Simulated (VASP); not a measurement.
A run of VASP 6.6.1:

The input POSCAR:

```
GaAs
1.0
    0.0000000000      2.8330831910      2.8330831910
    2.8330831910      0.0000000000      2.8330831910
    2.8330831910      2.8330831910      0.0000000000
Ga As
1 1
Direct
    0.0000000000      0.0000000000      0.0000000000
    0.2500000000      0.2500000000      0.2500000000
```

Contents of INCAR.step1:

```
SYSTEM = GaAs
PREC = Accurate
ENCUT = 520
EDIFF = 1E-5
ISMEAR = 0
SIGMA = 0.01
LREAL = .FALSE.
LASPH = .TRUE.
NELM = 60
ALGO = Normal
ISIF = 2
LWAVE = .TRUE.
GGA = PE
NBANDS = 16
```

File INCAR.step2:

```
SYSTEM = GaAs
PREC = Accurate
ENCUT = 520
EDIFF = 1E-7
ISMEAR = 0
SIGMA = 0.01
LREAL = .FALSE.
LASPH = .TRUE.
NELM = 60
ALGO = Normal
ISIF = 2
LWAVE = .FALSE.
LCHARG = .TRUE.
GGA = PE
LHFCALC = .TRUE.
AEXX = 0.1
HFSCREEN = 0.3
PRECFOCK = Normal
LELF = .TRUE.
LVHAR = .TRUE.
ISTART = 1
NBANDS = 16
```

Contents of KPOINTS:

```
Automatic mesh
0
G
  4 4 4
  0 0 0
```

Potentials or basis: VASP PAW PBE potentials, release 64 (Ga_d, As).

Launch:

```sh
$ cat potpaw_PBE.64/Ga_d/POTCAR potpaw_PBE.64/As/POTCAR > POTCAR
$ cp INCAR.step1 INCAR
$ mpirun -np 1 vasp_std > vasp.out
$ cp INCAR.step2 INCAR
$ mpirun -np 1 vasp_std > vasp.out
```

Hardware: 1 thread of AMD EPYC 7R13 Processor (Zen 3) (shared host).

Estimate the wall time of this run.

It took 8.3 min on 1 thread of AMD EPYC 7R13 Processor (Zen 3) (shared host), peak memory 0.25 GiB. Counts: k points 8.
